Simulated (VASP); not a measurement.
# Si24O49 (a cell with a defect): single point with PBEsol

Si24O49 (a cell with a defect):

```xyz
73
Lattice="9.9016 0.0000 0.0000 -4.9508 8.5751 0.0000 0.0000 0.0000 10.8859" Properties=species:S:1:pos:R:3 pbc="T T T"
Si   -2.6642    8.5636    1.8583
Si   -2.6258    8.5001    7.2640
Si   -0.0463    4.3458    1.8859
Si   -0.1571    4.2769    7.2706
Si    2.1986    8.5431    1.8193
Si    2.3462    8.5668    7.2510
Si    4.7986    4.2737    1.8399
Si    4.7924    4.3338    7.3411
Si    8.6744    2.0600    3.6467
Si    8.7139    2.0253    9.0953
Si    6.2592    6.2783    3.6918
Si    6.2588    6.2355    9.1454
Si    3.7580    2.0040    3.6676
Si    3.7443    2.0326    9.0514
Si    1.5006    6.3441    3.6962
Si    1.2880    6.3213    9.0810
Si    1.2928    2.2636    0.0325
Si    1.2423    2.1607    5.4698
Si   -1.1678    6.5544    0.0602
Si   -1.0957    6.5668    5.3952
Si    6.2113    2.2433   10.8606
Si    6.2296    2.2945    5.4930
Si    3.7521    6.5520    0.0393
Si    3.7028    6.4874    5.4203
O     1.3444    1.1356    1.1997
O     1.3138    1.0077    6.6098
O    -1.0232    5.4652    1.2406
O    -1.0438    5.4170    6.5518
O     6.2083    1.0650    1.0717
O     6.3432    1.1589    6.6425
O     3.8467    5.3892    1.1629
O     3.9874    5.6143    6.8394
O     3.2739    0.6277    2.9717
O     3.2373    0.6406    8.4018
O     0.9673    4.9532    2.9713
O     0.7827    4.9287    8.4234
O     8.0487    0.7765    2.9097
O     8.2331    0.6375    8.4199
O     5.7882    4.9082    2.9514
O     5.7802    4.8035    8.5562
O     2.7028    2.4105    4.8243
O     2.7617    2.4757   10.2673
O     0.3437    6.8840    4.7623
O     0.2511    6.8353   10.2207
O     7.6779    2.5803    4.8225
O     7.7008    2.4865   10.2735
O     5.2978    6.6048    4.9390
O     5.2104    6.8009   10.2539
O     0.2050    1.6841    4.3161
O     0.2805    1.7875    9.7413
O    -2.1266    6.0677    4.2406
O    -2.2017    5.9818    9.8359
O     5.2137    1.7811    4.3348
O     5.2322    1.8071    9.6441
O     3.1229    6.8707    3.7480
O     2.7273    6.0556    9.7684
O    -1.0196    3.2406    2.5620
O    -1.1420    3.1934    7.9696
O    -3.6180    7.4613    2.5619
O    -3.4962    7.3328    7.9623
O     3.8424    3.1643    2.5356
O     3.7790    3.1931    7.9225
O     1.1940    7.4411    2.4253
O     1.3775    7.4586    7.9347
O     0.8028    3.6624    0.6732
O     0.7521    3.5317    6.1636
O    -1.7551    7.9325    0.6719
O    -1.6621    7.9190    6.1011
O     5.7062    3.6143    0.6681
O     5.6884    3.6684    6.1529
O     3.2345    7.9273    0.7104
O     3.2546    7.9337    6.0908
O     2.4440    5.4269    4.9634
```

- Program: VASP 6.6.1
- Task: single point
- Functional: PBEsol
- Potentials or basis: VASP PAW PBE potentials, release 64 (Si, O)
- Cutoff: 520 eV
- k mesh: 1 × 1 × 1, shifted
- Occupations: fermi-dirac, width 0.05 eV
- Spin: collinear spin

The largest force is 0.100 eV/Å. The net moment is 1.00 μB per cell, the site moments are Si +0.00, -0.00, -0.01 (each value once); O -0.00, +0.00, +0.01, +0.02, +0.40, +0.43 (each value once) μB and the valence electrons inside the program's atomic spheres are Si 1.65, 1.64, 1.66, 1.55, 1.56 (each value once); O 5.22, 5.23, 5.21, 5.04, 5.19, 5.24, 5.02 (each value once).

Forces in eV/Å, atoms in the order of the input:
```
Si  -0.014 -0.002  0.002
Si  -0.014 -0.009  0.002
Si  -0.028 -0.005 -0.014
Si  -0.014  0.003  0.000
Si   0.024  0.026 -0.003
Si  -0.022  0.008  0.012
Si  -0.014 -0.001  0.005
Si   0.004 -0.028 -0.003
Si   0.001 -0.014  0.003
Si   0.007 -0.017  0.000
Si   0.016 -0.021 -0.018
Si   0.007  0.001 -0.002
Si   0.010 -0.014  0.001
Si  -0.001 -0.018  0.002
Si  -0.037 -0.021  0.007
Si   0.005 -0.010 -0.004
Si   0.008  0.005  0.002
Si   0.013  0.014  0.000
Si   0.008  0.020  0.003
Si  -0.007  0.013  0.003
Si   0.007  0.024 -0.010
Si   0.002  0.013 -0.002
Si   0.008  0.006  0.000
Si   0.055  0.039  0.036
O   -0.018  0.007  0.012
O   -0.017  0.003  0.011
O   -0.010  0.001  0.017
O   -0.020  0.016  0.002
O   -0.014 -0.006  0.011
O   -0.011  0.001  0.012
O   -0.018  0.010  0.006
O   -0.038  0.053 -0.009
O    0.002 -0.013  0.009
O   -0.001 -0.015  0.011
O    0.028  0.009  0.031
O   -0.001 -0.016  0.010
O   -0.011 -0.018 -0.009
O   -0.001 -0.016  0.008
O    0.010 -0.011  0.017
O    0.001 -0.037  0.012
O    0.008  0.005  0.010
O    0.018  0.008  0.003
O    0.049  0.009 -0.007
O    0.013  0.011  0.008
O    0.017  0.011  0.005
O    0.012  0.012  0.013
O   -0.020  0.009  0.038
O    0.015  0.014  0.007
O    0.010 -0.013 -0.014
O    0.017 -0.008 -0.012
O    0.014 -0.010 -0.012
O    0.014 -0.012 -0.008
O    0.018 -0.008 -0.007
O    0.015 -0.011 -0.015
O    0.069  0.052 -0.051
O    0.015 -0.012 -0.007
O   -0.005  0.000 -0.007
O   -0.023 -0.007 -0.008
O   -0.020 -0.012  0.000
O   -0.012 -0.011 -0.004
O   -0.015 -0.004 -0.009
O   -0.017  0.005 -0.021
O   -0.057 -0.054  0.013
O   -0.014 -0.001 -0.015
O   -0.006  0.022 -0.006
O    0.003  0.011 -0.005
O    0.002  0.016 -0.018
O    0.006  0.014 -0.015
O    0.002  0.014 -0.012
O   -0.004  0.025  0.000
O   -0.003  0.027  0.000
O    0.019 -0.005 -0.036
O   -0.045 -0.075  0.017
```

Levels at points of the mesh, in eV from the Fermi level:
Spin up:
| k point | band 194 | band 195 | band 196 | band 197 | band 198 | band 199 |
| --- | --- | --- | --- | --- | --- | --- |
| (0.25, 0.25, 0.25) | -1.40 | -1.29 | -0.76 | 4.82 | 5.48 | 5.55 |
Spin down:
```tsv
k point	band 193	band 194	band 195	band 196	band 197	band 198
(0.25, 0.25, 0.25)	-1.40	-1.26	-1.03	0.76	4.83	5.48
```

Run time: 3.9 min on 4 MPI ranks on Intel(R) Xeon(R) 6975P-C (Granite Rapids), on a shared host, peak memory 0.56 GiB a rank.

Caveat: the cell carries a net charge on a neutralising background, which shifts energy and pressure; the cell is charged against a uniform background, so pressure and absolute levels hang on convention; the PAW data sets were made with another functional, which shifts forces and pressure a little.
